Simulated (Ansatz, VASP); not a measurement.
GaAs: VASP beside Ansatz

INCAR

```
SYSTEM = GaAs
PREC = Accurate
ENCUT = 520
EDIFF = 1E-7
ISMEAR = 0
SIGMA = 0.03
LREAL = .FALSE.
LASPH = .TRUE.
NELM = 80
ALGO = Normal
ISIF = 2
LWAVE = .FALSE.
LCHARG = .FALSE.
GGA = PE
NBANDS = 16
```

File KPOINTS:

```
regular mesh
0
G
  10 10 10
  0 0 0
```

The input POSCAR:

```
GaAs
1.0
    0.0000000000      2.8726922659      2.9157826499
    2.8726922659      0.0000000000      2.9157826499
    2.8726922659      2.8726922659      0.0000000000
Ga As
1 1
Direct
    0.0000000000      0.0000000000      0.0000000000
    0.7500000000      0.7500000000      0.7500000000
```

Input for Ansatz:

```yaml
crystal:
  lattice:
    - [0.0, 2.8726922659, 2.9157826499]
    - [2.8726922659, 0.0, 2.9157826499]
    - [2.8726922659, 2.8726922659, 0.0]
  atoms:
    - { symbol: Ga, position: [0.0, 0.0, 0.0] }
    - { symbol: As, position: [0.75, 0.75, 0.75] }
basis:
  ecutwfc: 420
kpoints:
  mp_grid: { grid: [10, 10, 10] }
hamiltonian:
  xc: pbe
scf:
  occupations: { method: gaussian, width: 0.03 }
output:
  forces: true
  stress: true
  eigenvalues: true
```

Change from the starting cell: strain +0.0150 x Voigt [0, 0, 1, 0, 0, 0], atoms carried along.

Alike in both runs: task single point; functional PBE; k mesh 10 × 10 × 10; occupations gaussian, width 0.03 eV; no spin polarisation.

|  | VASP | Ansatz |
| --- | --- | --- |
| version | VASP 6.6.1 | Ansatz 0.2.0 |
| potentials or method | VASP PAW PBE potentials, release 64 (Ga_d, As), cutoff 520 eV | scalar-relativistic, plane waves, PAW |
| valence electrons in the cell | 18 | 28 |

|  | VASP | Ansatz | Ansatz less VASP |
| --- | --- | --- | --- |
| gap on the k mesh at the Fermi level (eV) | 0.03 | 0.02 | -0.002 |
| least direct gap on the mesh (eV) | 0.03 | 0.02 | -0.002 |
| pressure (GPa) | -0.7 | -0.9 | -0.16 |
| traceless stress, the component that is largest in VASP (GPa) | -0.58 | -0.58 | -0.001 |

VASP's potentials hold 18 valence electrons a cell and Ansatz's 28, so a difference there can come from the potentials and not from the codes.
